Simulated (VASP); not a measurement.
Write the native input for VASP 6.6.1 that does the following.

- Task: single point
- Functional: r2SCAN
- Potentials or basis: VASP PAW PBE potentials, release 64 (Ir)
- Cutoff: 520 eV
- k mesh: 18 × 18 × 12
- Occupations: gaussian, width 0.15 eV
- Spin: no spin polarisation
- Dipole correction: no
- Further INCAR settings: ALGO = Normal; EDIFF = 1e-06; NBANDS = 16

The system is Ir.

```
Ir
1.0
     2.64132    0.00000    0.00000
    -1.32066    2.28745    0.00000
     0.00000    0.00000    4.81927
Ir
2
Direct
  0.66667 0.33333 0.75000
  0.33333 0.66667 0.25000
```

This cell differs from its parent crystal: strain -0.040 along x and y, +0.080 along z.

The input as run:

POSCAR

```
Ir
1.0
    2.6413227788      0.0000000000      0.0000000000
   -1.3206613894      2.2874526260      0.0000000000
    0.0000000000      0.0000000000      4.8192732000
Ir
2
Direct
    0.6666666667      0.3333333333      0.7500000000
    0.3333333333      0.6666666667      0.2500000000
```

INCAR.step1

```
PREC = Accurate ; ENCUT = 520
ISMEAR = 0 ; SIGMA = 0.15
LREAL = False ; LASPH = True
NELM = 60 ; NBANDS = 16
GGA = PE ; ALGO = Normal
EDIFF = 1E-4 ; LWAVE = True
LCHARG = False
```

INCAR.step2

```
PREC = Accurate ; ENCUT = 520
EDIFF = 1E-6 ; ISMEAR = 0
SIGMA = 0.15 ; LREAL = False
LASPH = True ; NELM = 60
ALGO = Normal ; ISIF = 2
LWAVE = False ; LCHARG = False
METAGGA = R2SCAN ; LMIXTAU = True
NBANDS = 16 ; ISTART = 1
```

KPOINTS

```
regular mesh
0
Gamma
  18 18 12
```

Potentials or basis: VASP PAW PBE potentials, release 64 (Ir).

Command:

```console
$ cat potpaw_PBE.64/Ir/POTCAR > POTCAR
$ cp INCAR.step1 INCAR
$ mpirun -np 1 vasp_std > vasp.out
$ cp INCAR.step2 INCAR
$ mpirun -np 1 vasp_std > vasp.out
```

Results of the run:

```yaml
Pressure: 1.1 GPa
Band_gap_on_the_k_mesh: zero (bands 9 and 10 overlap by 3.58 eV)
```

Caveat: the cell differs from its parent crystal (strain -0.040 along x and y, +0.080 along z); the stress differs along the axes, from -27 to 15 GPa; the PAW data sets were made with another functional, which shifts forces and pressure a little; spin-orbit coupling is left out, which moves the levels of the heavy elements.

Wall time 4.6 min on 1 thread of Intel(R) Xeon(R) Platinum 8488C (Sapphire Rapids), on a shared host, peak memory 0.23 GiB.
